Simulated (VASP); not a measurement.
Set up this calculation in VASP 6.6.1, as the native input.

| Item | Value |
| --- | --- |
| Task | single point |
| Functional | PBE |
| Dispersion | D3(BJ) |
| Potentials or basis | VASP PAW PBE potentials, release 64 (Sn_d, O) |
| Cutoff | 520 eV |
| k mesh | 12 × 12 × 4 |
| Occupations | gaussian, width 0.05 eV |
| Spin | no spin polarisation |
| Dipole correction | no |
| Further INCAR settings | ALGO = Normal; EDIFF = 1e-06; NBANDS = 35 |

The structure of SnO2 lies in POSCAR:

```
SnO2
1.0
    3.2914593056      0.0000000000      0.0000000000
   -1.6457296528      2.8504873742      0.0000000000
    0.0000000000      0.0000000000     10.5913895093
Sn O
2 4
Direct
    0.0000000000      0.0000000000      0.5000000000
    0.0000000000      0.0000000000      0.0000000000
    0.6666666667      0.3333333333      0.4017901351
    0.6666666667      0.3333333333      0.0982098649
    0.3333333333      0.6666666667      0.5982098649
    0.3333333333      0.6666666667      0.9017901351
```

One way to write it, as run:

INCAR

```
ALGO     = Normal         # electronic algorithm
EDIFF    = 1E-6           # SCF threshold, eV
ENCUT    = 520            # plane-wave cutoff, eV
GGA      = PE             # functional
ISIF     = 2              # what is computed and relaxed
ISMEAR   = 0              # smearing method
IVDW     = 12             # dispersion correction
LASPH    = True           # aspherical terms in the spheres
LCHARG   = True           # write CHGCAR
LELF     = True           # ELF
LREAL    = False          # projectors in reciprocal space
LVHAR    = True         
LWAVE    = False          # write WAVECAR
NBANDS   = 35             # bands
NELM     = 60             # most SCF steps
PREC     = Accurate       # precision mode
SIGMA    = 0.05           # smearing width, eV
```

KPOINTS

```
k-points
0
Gamma
  12 12 4
```

Potentials or basis: VASP PAW PBE potentials, release 64 (Sn_d, O).

Launch:

```console
$ cat potpaw_PBE.64/Sn_d/POTCAR potpaw_PBE.64/O/POTCAR > POTCAR
$ mpirun -np 1 vasp_std > vasp.out
```

It gave:

* Pressure: -8.0 GPa
* Largest force: 0.667 eV/Å
* Band gap on the k mesh: 1.64 eV, indirect (least direct gap 1.92 eV)
* Dispersion energy per atom: -0.152 eV

Caveat: spin-orbit coupling is left out, which moves the levels of the heavy elements.

Run time: 2.3 min on 1 thread of Intel(R) Xeon(R) Platinum 8488C (Sapphire Rapids), with other jobs on the host, peak memory 0.3 GiB.
